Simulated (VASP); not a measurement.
Here is a VASP 6.6.1 calculation.

The input INCAR:

```
  PREC = Accurate
  ENCUT = 600
  EDIFF = 1E-6
  ISMEAR = -1
  SIGMA = 0.1
  LREAL = F
  LASPH = T
  NELM = 80
  ALGO = Normal
  ISIF = 3
  LWAVE = F
  LCHARG = F
  GGA = B5
  ALDAX = 1.0
  AGGAX = 1.0
  AGGAC = 1.0
  ALDAC = 0.0
  IVDW = 12
  VDW_S6 = 1.0
  VDW_S8 = 2.6996
  VDW_A1 = 0.4298
  VDW_A2 = 4.2359
  IBRION = 2
  NSW = 80
  EDIFFG = -0.005
```

File KPOINTS:

```
regular mesh
0
Gamma
  6 6 3
```

Contents of POSCAR:

```
Ge
1.0
    3.9975860000      0.0000000000      0.0000000000
   -1.9987930000      3.4620110000      0.0000000000
    0.0000000000      0.0000000000      6.5993780000
Ge
4
Direct
    0.6666666667      0.3333333333      0.0629010000
    0.3333333333      0.6666666667      0.5629010000
    0.6666666667      0.3333333333      0.4370990000
    0.3333333333      0.6666666667      0.9370990000
```

Potentials or basis: VASP PAW PBE potentials, release 64 (Ge_d).

Run with:

```console
$ cat potpaw_PBE.64/Ge_d/POTCAR > POTCAR
$ mpirun -np 1 vasp_std > vasp.out
```

Task: Estimate the space group after relaxing (to 0.05 Å).

Result: P6_3/mmc (No. 194).

Task: What does it give for the relaxed cell?

Result: a = 4.041 Å, b = 4.041 Å, c = 6.669 Å, α = 90.00°, β = 90.00°, γ = 120.00°.

Task: What does it give for the relaxed volume?

Result: 23.58 Å³/atom.

Task: Predict the band gap on the k mesh.

Result: 0.26 eV, direct.

Final structure:
```
Ge
1.0
     4.04120    0.00000    0.00000
    -2.02060    3.49979    0.00000
     0.00000    0.00000    6.66899
Ge
4
Direct
  0.66667 0.33333 0.06310
  0.33333 0.66667 0.56310
  0.66667 0.33333 0.43690
  0.33333 0.66667 0.93690
```

Caveat: the PAW data sets were made with another functional, which shifts forces and pressure a little. A k mesh can miss the band edges.
